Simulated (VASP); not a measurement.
# Mo (R-3m) in VASP: a series of runs

Mo is run at these levels: LDA; tasks: single point.

All numbers are computed with VASP 6.6.1; they aren't measurements. Logs are shortened: lines on timing, memory, paths and dates and some standing lists are left out, and cuts for length are marked.

## Step 1: The cell of the first run

It takes space group R-3m (No. 166, trigonal). Conventional cell: a = 4.051 Å, b = 4.051 Å, c = 3.688 Å, α = 90.00°, β = 90.00°, γ = 120.00°. Mo (site symmetry -3m) has 12 Mo at 2.64 to 3.39 Å within 3.5 Å.

## Step 2: Single point, LDA (17.47 Å³/atom)

File INCAR:

```
SYSTEM = Mo
PREC = Accurate ; ENCUT = 520
EDIFF = 1E-6 ; ISMEAR = 0
SIGMA = 0.15 ; LREAL = .FALSE.
LASPH = .TRUE. ; NELM = 60
ALGO = Fast ; ISIF = 2
LWAVE = .FALSE. ; LCHARG = .FALSE.
GGA = CA ; NBANDS = 13
```

File KPOINTS:

```
regular mesh
0
G
  22 22 22
  0 0 0
```

File POSCAR:

```
Mo
1.0
   -1.1996241928      1.6645800081      1.6645800081
    1.6645800081     -1.1996241928      1.6645800081
    1.6645800081      1.6645800081     -1.1996241928
Mo
1
Direct
    0.0000000000      0.0000000000      0.0000000000
```

Potentials or basis: VASP PAW LDA potentials, release 64 (Mo_sv).

Started as:

```bash
> cat potpaw_LDA.64/Mo_sv/POTCAR > POTCAR
> mpirun -np 1 vasp_std > vasp.out
```

OUTCAR:

```text
SYSTEM = Mo
   PREC = Accurate
   ENCUT = 520
   EDIFF = 1E-6
   ISMEAR = 0
   LREAL = .FALSE.
   LASPH = .TRUE.
   NELM = 60
   ISIF = 2
   GGA = CA

 ion  position               nearest neighbor table
   1  0.000  0.000  0.000-

  LATTYP: Found a trigonal (rhomboedric) cell.
 ALAT       =     2.6421111655
 COS(alpha) =    -0.1751837620

  Lattice vectors:

 A1 = (  -1.1996241928,   1.6645800081,   1.6645800081)
 A2 = (   1.6645800081,  -1.1996241928,   1.6645800081)
 A3 = (   1.6645800081,   1.6645800081,  -1.1996241928)

Analysis of symmetry for initial positions (statically):
=====================================================================
 Subroutine PRICEL returns:
 Original cell was already a primitive cell.

 Routine SETGRP: Setting up the symmetry group for a
 trigonal (rhombohedral) supercell.

 Subroutine GETGRP returns: Found 12 space group operations
 (whereof 12 operations were pure point group operations)
 out of a pool of 12 trial point group operations.

The static configuration has the point symmetry D_3d.

Analysis of symmetry for dynamics (positions and initial velocities):
=====================================================================
 Subroutine PRICEL returns:
 Original cell was already a primitive cell.

 Routine SETGRP: Setting up the symmetry group for a
 trigonal (rhombohedral) supercell.

 Subroutine GETGRP returns: Found 12 space group operations
 (whereof 12 operations were pure point group operations)
 out of a pool of 12 trial point group operations.

The dynamic configuration has the point symmetry D_3d.

 Subroutine INISYM returns: Found 12 space group operations
 (whereof 12 operations are pure point group operations),
 and found     1 'primitive' translations

----------------------------------------------------------------------------------------

                                     Primitive cell

  volume of cell :      17.4700

  direct lattice vectors                    reciprocal lattice vectors
    -1.199624193  1.664580008  1.664580008    -0.076229445  0.272907673  0.272907673
     1.664580008 -1.199624193  1.664580008     0.272907673 -0.076229445  0.272907673
     1.664580008  1.664580008 -1.199624193     0.272907673  0.272907673 -0.076229445

  length of vectors
     2.642111165  2.642111165  2.642111165     0.393405801  0.393405801  0.393405801

  position of ions in fractional coordinates (direct lattice)
     0.000000000  0.000000000  0.000000000

  ion indices of the primitive-cell ions
[... 83 lines left out ...]
   TEBEG  =    0.0;   TEEND  =   0.0 temperature during run
   PSTRESS=    0.0 pullay stress
   NELECT =      14.0000    total number of electrons
   NUPDOWN=      -1.0000    fix difference up-down
   EMIN   =  10.00;   EMAX   =-10.00  energy-range for DOS
   EFERMI =   0.00;   METHOD = LEGACY
   ISMEAR =     0;   SIGMA  =   0.15  broadening in eV -4-tet -1-fermi 0-gaus
   EFERMI_NEDOS =   21; number of points for ismear=-14 and -15
   IALGO  =     68    algorithm
   IMIX   =      4    mixing-type and parameters
     AMIX     =   0.40;   BMIX     =  1.00
     AMIX_MAG =   1.60;   BMIX_MAG =  1.00
  volume/ion in A,a.u.               =      17.47       117.89
  Fermi-wavevector in a.u.,A,eV,Ry     =   1.520617  2.873550 31.460431  2.312276
  Thomas-Fermi vector in A             =   2.629443
   LORBIT       =      0    0 simple, 1 ext, 2 COOP (PROOUT), +10 PAW based schemes
   GGA     = CA    functional components
   LHFCALC =     F    Hartree Fock is set to
   AEXX    =    0.0000 exact exchange contribution
   IVDW    =     0    specifies the selected vdW correction
   LEPSILON=     F    determine dielectric tensor
   LRPA    =     F    only Hartree local field effects (RPA)
 non-spin polarized calculation
 RMM-DIIS sequential band-by-band and
 Gauss-broadening in eV      SIGMA  =   0.15
  energy-cutoff  :      520.00
  volume of cell :       17.47
 maximum number of plane-waves:       490
   NGX =  9   NGY =  9   NGZ =  9

 number of electron      14.0000002 magnetization

 Free energy of the ion-electron system (eV)
  ---------------------------------------------------
  ext. energy  EPLUGINS =         0.00000000
  ---------------------------------------------------
  free energy    TOTEN  =       -11.37084559 eV

  energy without entropy =      -11.36372757  energy(sigma->0) =      -11.36728658

 E-fermi :  10.7963     XC(G=0): -12.8985

 val. band max:       10.7951822838   @ k =  -0.1818   0.2273   0.0455
 cond. band min:      10.7974132796   @ k =  -0.3182   0.4091   0.0455
 fundamental gap:      0.0022309958
 Fermi energy:        10.7963162223

 k-point     1 :       0.0000    0.0000    0.0000
  band No.  band energies     occupation
      1     -50.1737      2.00000
      2     -23.8854      2.00000
      3     -23.5760      2.00000
      4     -23.5760      2.00000
      5       4.0521      2.00000
      6       7.1738      2.00000
      7       7.1738      2.00000
      8      12.9540      0.00000
      9      13.7511      0.00000
     10      13.7511      0.00000
     11      24.6040      0.00000
     12      24.6040      0.00000
     13      30.4748      0.00000
[... 354 lines left out ...]
  band No.  band energies     occupation
      1     -49.9950      2.00000
      2     -24.9819      2.00000
      3     -23.7199      2.00000
      4     -23.5100      2.00000
      5       6.6073      2.00000
      6       7.4365      2.00000
      7      10.2218      2.00000
      8      12.2398      0.00000
      9      12.7242      0.00000
     10      13.8408      0.00000
     11      19.9415      0.00000
     12      24.9899      0.00000
     13      28.9955      0.00000

 [... further k-points ...]

------------------------ aborting loop because EDIFF is reached ----------------------------------------

  FORCE on cell =-STRESS in cart. coord.  units (eV):
  Direction    XX          YY          ZZ          XY          YZ          ZX
  --------------------------------------------------------------------------------------
  -------------------------------------------------------------------------------------
  Total       -1.9032336     -1.9032336     -1.9032336     -1.0749623     -1.0749623     -1.0749623
  in kB     -174.5459519   -174.5459519   -174.5459519    -98.5850184    -98.5850184    -98.5850184
  external PRESSURE =    -174.5459519 kB  Pullay stress =       0.0000000 kB

 VOLUME and BASIS-vectors are now :
 -----------------------------------------------------------------------------
  energy-cutoff  :      520.00
  volume of cell :       17.47
      direct lattice vectors                 reciprocal lattice vectors
    -1.199624193  1.664580008  1.664580008    -0.076229445  0.272907673  0.272907673
     1.664580008 -1.199624193  1.664580008     0.272907673 -0.076229445  0.272907673
     1.664580008  1.664580008 -1.199624193     0.272907673  0.272907673 -0.076229445

 POSITION                                       TOTAL-FORCE (eV/Angst)
 -----------------------------------------------------------------------------------
      0.00000      0.00000      0.00000        -0.000000      0.000000      0.000000
 -----------------------------------------------------------------------------------
    total drift:                               -0.000000     -0.000000     -0.000000

  FREE ENERGIE OF THE ION-ELECTRON SYSTEM (eV)
  ---------------------------------------------------
  free  energy   TOTEN  =       -11.3708455918 eV

  energy  without entropy=      -11.3637275660  energy(sigma->0) =      -11.36728658
```

Wall time 73 s (1 thread of AMD EPYC 9R45 (Zen 5), shared host); peak memory 0.27 GiB.

What came out:

| Quantity | Value |
| --- | --- |
| Free energy | -11.3708 eV |
| Pressure | -17.5 GPa |
| Band gap on the k mesh | zero (bands 7 and 8 overlap by 2.24 eV) |

Caveat: the cell stands under tension.

## Step 3: Single point, LDA (17.47 Å³/atom)

File INCAR:

```
ALGO     = Fast           # electronic algorithm
EDIFF    = 1E-7           # SCF threshold, eV
ENCUT    = 520            # plane-wave cutoff, eV
GGA      = CA             # functional
ISIF     = 2              # what is computed and relaxed
ISMEAR   = 0              # smearing method
LASPH    = T              # aspherical terms in the spheres
LCHARG   = T              # write CHGCAR
LELF     = T              # ELF
LREAL    = F              # projectors in reciprocal space
LVHAR    = T            
LWAVE    = F              # write WAVECAR
NBANDS   = 13             # bands
NELM     = 80             # most SCF steps
PREC     = Accurate       # precision mode
SIGMA    = 0.15           # smearing width, eV
```

File KPOINTS:

```
k-points
0
Gamma
  22 22 22
```

File POSCAR:

```
Mo
1.0
   -0.7481803865      1.7612289260      1.7612289260
    1.7612289260     -0.7481803865      1.7612289260
    1.7612289260      1.7612289260     -0.7481803865
Mo
1
Direct
    0.0000000000      0.0000000000      0.0000000000
```

Potentials or basis: VASP PAW LDA potentials, release 64 (Mo_sv).

Started as:

```bash
> cat potpaw_LDA.64/Mo_sv/POTCAR > POTCAR
> mpirun -np 1 vasp_std > vasp.out
```

Wall time 89 s (1 thread of AMD EPYC 9R45 (Zen 5), shared host); peak memory 0.28 GiB.

The run converged. Its results:

| Property | Result |
| --- | --- |
| Free energy | -11.0052 eV |
| Pressure | -9.9 GPa |
| Band gap on the k mesh | zero (bands 7 and 8 overlap by 2.42 eV) |

Stress tensor (GPa, compression positive):
```
-9.88  5.54  5.54
 5.54 -9.88  5.54
 5.54  5.54 -9.88
```

Levels at points of the mesh, in eV from the Fermi level:
```csv
k point,band 5,band 6,band 7,band 8,band 9,band 10
"(0.00, 0.00, 0.00)",-6.55,-4.15,-4.15,3.62,3.62,3.78
"(0.50, 0.00, 0.00)",-3.64,-3.33,0.13,0.56,0.83,3.97
"(0.50, 0.50, 0.00)",-5.37,-2.47,1.22,1.41,5.08,6.05
"(0.50, 0.50, 0.50)",-4.32,-3.51,-3.51,6.23,6.23,7.61
```

Caveat: the cell stands under tension.

## Step 4: Single point, LDA (17.47 Å³/atom)

File INCAR:

```
SYSTEM = Mo
ALGO = Fast ; EDIFF = 1E-6
ENCUT = 520 ; ISIF = 2
ISMEAR = 0 ; LASPH = .TRUE.
LCHARG = .TRUE. ; LELF = .TRUE.
LREAL = .FALSE. ; LVHAR = .TRUE.
LWAVE = .FALSE. ; NBANDS = 13
NELM = 60 ; PREC = Accurate
SIGMA = 0.15
```

File KPOINTS:

```
k-points
0
G
  22 22 22
  0 0 0
```

File POSCAR:

```
Mo
1.0
   -2.5182242893      1.7406887348      1.7406887348
    1.7406887348     -2.5182242893      1.7406887348
    1.7406887348      1.7406887348     -2.5182242893
Mo
1
Direct
    0.0000000000      0.0000000000      0.0000000000
```

Started as:

```bash
> cat potpaw_LDA.64/Mo_sv/POTCAR > POTCAR
> mpirun -np 1 vasp_std > vasp.out
```

Run time: 3.2 min. Hardware: 1 thread of AMD EPYC 9R45 (Zen 5), shared host; peak memory 0.29 GiB.

Results (log left out):

- Free energy: -0.9974 eV
- Pressure: 218.0 GPa
- Band gap on the k mesh: zero (bands 7 and 8 overlap by 6.27 eV)

Stress tensor (GPa, compression positive):
```
218.03 230.98 230.98
230.98 218.03 230.98
230.98 230.98 218.03
```

Levels at points of the mesh, in eV from the Fermi level:
```
           k point  band 5  band 6  band 7  band 8  band 9  band 10
(0.00, 0.00, 0.00)   -9.47   -4.12   -4.12   -2.66    8.21    13.51
(0.50, 0.00, 0.00)   -9.68   -9.45    3.12    3.68    6.35     7.48
(0.50, 0.50, 0.00)   -7.79   -4.99   -2.05   -1.23    3.66     7.31
(0.50, 0.50, 0.50)   -9.74   -9.74    3.61    3.61    9.05    11.83
```

Caveat: atoms lie so close that the PAW spheres overlap strongly, which falsifies energies and pressures; the cell stands under pressure.

## Step 5: The runs side by side

```csv
cell,further INCAR settings,gap on the mesh (eV),pressure (GPa)
"a = 2.642 Å, angles 100.1°, 1 atom",ALGO = Fast; EDIFF = 1e-06; NBANDS = 13,none,-17.5
"a = 2.601 Å, angles 86.0°, 1 atom",ALGO = Fast; EDIFF = 1e-07; NBANDS = 13,none,-9.9
"a = 3.522 Å, angles 117.6°, 1 atom",ALGO = Fast; EDIFF = 1e-06; NBANDS = 13,none,218.0
```

Alike in all rows: task single point; level LDA; potentials or basis VASP PAW LDA potentials, release 64 (Mo_sv); no spin polarisation; k mesh 22 × 22 × 22; cutoff (eV) 520; smearing gaussian 0.15 eV.

Caveats: the cell stands under tension (at least some runs); atoms lie so close that the PAW spheres overlap strongly, which falsifies energies and pressures (at least some runs); the cell stands under pressure (at least some runs).

Absolute energies hang on the potentials; compare differences alone.
